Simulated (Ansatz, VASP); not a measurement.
Cu in VASP and in Ansatz

```
Cu
1.0
     0.00000    1.77060    1.77060
     1.77060    0.00000    1.77060
     1.77060    1.77060    0.00000
Cu
1
Direct
  0.00000 0.00000 0.00000
```

Change from the starting cell: volume scaled by 0.94, crystal datasets.

Alike in both runs: task electric field gradients; functional PBEsol; k mesh 19 × 19 × 19; occupations fermi-dirac, width 0.08 eV; no spin polarisation.

|  | VASP | Ansatz |
| --- | --- | --- |
| version | VASP 6.6.1 | Ansatz 0.2.0 |
| potentials or method | VASP PAW PBE potentials, release 64 (Cu), cutoff 520 eV | all-electron PAW with datasets made for the crystal, scalar-relativistic |

|  | VASP | Ansatz | Ansatz less VASP |
| --- | --- | --- | --- |
| pressure (GPa) | 4.0 | 3.3 | -0.69 |

VASP's potentials were made for PBE, not for PBEsol. Ansatz ran all-electron here, and VASP with PAW potentials.
